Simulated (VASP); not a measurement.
The system is ZrAl3B3N.

```xyz
8
Lattice="3.3547 -0.0347 0.0290 0.8647 5.4256 0.1150 0.7493 2.2120 5.3720" Properties=species:S:1:pos:R:3 pbc="T T T"
Zr    2.3968    0.9610    1.6189
Al    1.4303    4.9339    4.8564
Al    1.4506    4.0064    2.2321
Al    3.2367    2.4963    4.1632
B     3.0556    4.5815    3.3680
B     1.7327    4.9644    0.2540
B     2.8000    6.2272    4.1099
N     0.7978    2.3095    1.3912
```

| Quantity | Value |
| --- | --- |
| Program | VASP 6.6.1 |
| Task | relaxation of cell and atoms |
| Functional | PBE |
| Potentials or basis | VASP PAW PBE potentials, release 64 (Zr_sv, Al, B, N) |
| Cutoff | 600 eV |
| k mesh | 6 × 4 × 4 |
| Occupations | gaussian, width 0.2 eV |
| Spin | no spin polarisation |

At the start: pressure 0.3 GPa; volume 12.13 Å³/atom.

Q: Where does the relaxation end?

A: Over 14 steps the energy falls by 71.0 meV/atom and the volume is 12.12 Å³/atom (-0.1 %); space group P1 (No. 1, to 0.1 Å) before and after.

The path:
| step | energy change (eV) | largest force (eV/Å) | pressure (GPa) | volume (Å³) |
| --- | --- | --- | --- | --- |
| 1 | 0.0000 | 2.2291 | 0.33 | 97.02 |
| 2 | -0.4886 | 0.7432 | -0.08 | 97.29 |
| 3 | -0.4969 | 0.7065 | -0.32 | 97.27 |
| 4 | -0.5573 | 0.2477 | -0.01 | 96.96 |
| 5 | -0.5592 | 0.2997 | 0.10 | 96.90 |
| 6 | -0.5654 | 0.0977 | -0.03 | 96.97 |
| 7 | -0.5654 | 0.1058 | -0.04 | 96.97 |
| 8 | -0.5671 | 0.0494 | -0.02 | 96.94 |
| 9 | -0.5673 | 0.0584 | -0.01 | 96.93 |
| 10 | -0.5678 | 0.0337 | 0.03 | 96.91 |
| 11 | -0.5678 | 0.0394 | 0.05 | 96.91 |
| 12 | -0.5682 | 0.0311 | 0.00 | 96.96 |
| 13 | -0.5682 | 0.0418 | -0.03 | 96.98 |
| 14 | -0.5683 | 0.0202 | 0.02 | 96.97 |

Final structure:
```yaml
crystal:
  lattice:
    - [3.37145, -0.00246, -0.00259]
    - [0.92046, 5.41538, -0.00408]
    - [0.72389, 2.10362, 5.30856]
  atoms:
    - { symbol: Zr, position: [0.64677, 0.05924, 0.29540] }
    - { symbol: Al, position: [0.07298, 0.54195, 0.89707] }
    - { symbol: Al, position: [0.18474, 0.57681, 0.38292] }
    - { symbol: Al, position: [0.76440, 0.14130, 0.77728] }
    - { symbol: B, position: [0.62489, 0.59019, 0.63701] }
    - { symbol: B, position: [0.27065, 0.91769, 0.01329] }
    - { symbol: B, position: [0.45418, 0.84826, 0.74829] }
    - { symbol: N, position: [0.09389, 0.33493, 0.24022] }
```

Caveat: an odd number of electrons without spin polarisation forces a metal; a magnetic or distorted state may lie lower.
